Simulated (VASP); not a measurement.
Wanted: the native input for a VASP 6.6.1 run.

```yaml
Task: relaxation of the atoms
Functional: LDA
Potentials_or_basis: VASP PAW LDA potentials, release 64 (Te, Mo_sv)
Cutoff: 450 eV
k_mesh: 12 × 12 × 2
Occupations: gaussian, width 0.02 eV
Spin: no spin polarisation
Dipole_correction: no
Further_INCAR_settings: ALGO = Normal; EDIFF = 1e-07; IBRION = 2; EDIFFG = -0.008; NSW = 60
```

The structure of Te2Mo lies in POSCAR:

```
Te2Mo
1.0
    3.4665480208      0.0000000000      0.0000000000
   -1.7332740104      3.0021186495      0.0000000000
    0.0000000000      0.0000000000     17.2570141574
Te Mo
2 1
Direct
    0.3333333333      0.6666666667      0.8975342416
    0.3333333333      0.6666666667      0.1024657584
    0.0000000000      0.0000000000      0.0000000000
```

This cell differs from its parent crystal: strain along c alone, the other axes held: -1.5 %.

These files were run (other wordings do the same):

INCAR

```
SYSTEM = Te2Mo
  PREC = Accurate
  ENCUT = 450
  EDIFF = 1E-7
  ISMEAR = 0
  SIGMA = 0.02
  LREAL = .False.
  LASPH = .True.
  NELM = 120
  ALGO = Normal
  ISIF = 2
  LWAVE = .False.
  LCHARG = .False.
  GGA = CA
  IBRION = 2
  NSW = 60
  EDIFFG = -0.008
  GGA_COMPAT = .False.
  NELMIN = 4
```

KPOINTS

```
regular mesh
0
Gamma
  12 12 2
  0 0 0
```

Potentials or basis: VASP PAW LDA potentials, release 64 (Te, Mo_sv).

Run with:

```bash
$ cat potpaw_LDA.64/Te/POTCAR potpaw_LDA.64/Mo_sv/POTCAR > POTCAR
$ mpirun -np 1 vasp_std > vasp.out
```

It gave:

```yaml
Energy_gained_by_relaxing: 4.7 meV/atom
Ionic_steps: 3
Band_gap_on_the_k_mesh: 1.25 eV
```

Caveat: the cell differs from its parent crystal (strain along c alone, the other axes held: -1.5 %); spin-orbit coupling is left out, which moves the levels of the heavy elements.

Wall time 110 s on 1 thread of Intel(R) Xeon(R) 6975P-C (Granite Rapids), on a shared host, peak memory 0.26 GiB.
